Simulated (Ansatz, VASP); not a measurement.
**ReOs2 in VASP and in Ansatz**

```
Re Os
1.0
     4.32722    0.00000    0.00000
    -2.16361    3.74748    0.00000
     0.00000    0.00000    2.73835
Re Os
1 2
Direct
  0.00000 0.00000 0.00000
  0.33333 0.66667 0.50000
  0.66667 0.33333 0.50000
```

Alike in both runs: functional PBE; k mesh 6 × 6 × 6; occupations gaussian, width 0.1 eV; no spin polarisation.

Ansatz relaxed the structure, and its values are those at the end. VASP's run is a single point on that final structure, the one shown.

|  | VASP | Ansatz |
| --- | --- | --- |
| version | VASP 6.6.1 | Ansatz 0.2.0 |
| potentials or method | VASP PAW PBE potentials, release 64 (Re_sv_GW, Os_sv_GW), cutoff 560 eV | scalar-relativistic, plane waves, PAW |
| valence electrons in the cell | 47 | 47 |

|  | VASP | Ansatz | Ansatz less VASP |
| --- | --- | --- | --- |
| gap on the k mesh at the Fermi level (eV) | none | none | - |
| pressure (GPa) | -1.1 | 0.2 | +1.33 |

A gap of «none» marks a metal or a gap that the smearing closes. The functional is the same, so the differences come from potentials, cutoffs and numerics.

The k mesh is coarse, so the values compare programs but aren't converged. Neither program's run includes spin-orbit coupling.
